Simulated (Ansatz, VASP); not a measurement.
**KCl: VASP beside Ansatz**

Contents of INCAR:

```
PREC = Accurate
ENCUT = 520
EDIFF = 1E-8
ISMEAR = -1
SIGMA = 0.03
LREAL = False
LASPH = True
NELM = 60
ALGO = Normal
ISIF = 2
LWAVE = False
LCHARG = False
GGA = CA
LEFG = True
NBANDS = 15
```

Contents of KPOINTS:

```
Automatic mesh
0
Gamma
  7 7 7
```

File POSCAR:

```
KCl
1.0
    0.0000000000      3.1665854591      3.1665854591
    3.1665854591      0.0000000000      3.1665854591
    3.1665854591      3.1665854591      0.0000000000
K Cl
1 1
Direct
    0.0000000000      0.0000000000      0.0000000000
    0.5000000000      0.5000000000      0.5000000000
```

Input for Ansatz:

```yaml
crystal:
  lattice:
    - [0.0, 3.1665854591, 3.1665854591]
    - [3.1665854591, 0.0, 3.1665854591]
    - [3.1665854591, 3.1665854591, 0.0]
  atoms:
    - { symbol: K, position: [0.0, 0.0, 0.0] }
    - { symbol: Cl, position: [0.5, 0.5, 0.5] }
kpoints:
  mp_grid: { grid: [7, 7, 7] }
scf:
  occupations: { method: fermi_dirac, width: 0.03 }
hamiltonian:
  xc: lda
  pseudopotentials: { kind: paw }
output:
  forces: true
  stress: true
  eigenvalues: true
  efg: { contact_densities: true }
```

Change from the starting cell: volume scaled by 1.01, PAW files.

Alike in both runs: task electric field gradients; functional LDA; k mesh 7 × 7 × 7; occupations fermi-dirac, width 0.03 eV; no spin polarisation.

```csv
,VASP,Ansatz
version,VASP 6.6.1,Ansatz 0.2.0
potentials or method,"VASP PAW LDA potentials, release 64 (K_sv, Cl)","PAW with Ansatz's default frozen-core files, scalar-relativistic"
plane-wave cutoff (eV),520,420
valence electrons in the cell,16,16
```

```csv
,VASP,Ansatz,Ansatz less VASP
gap on the k mesh at the Fermi level (eV),4.69,4.68,-0.005
pressure (GPa),-2.2,-2.2,-0.03
```

LDA's correlation is that of Perdew and Zunger in VASP and of Perdew and Wang (1992) in Ansatz.
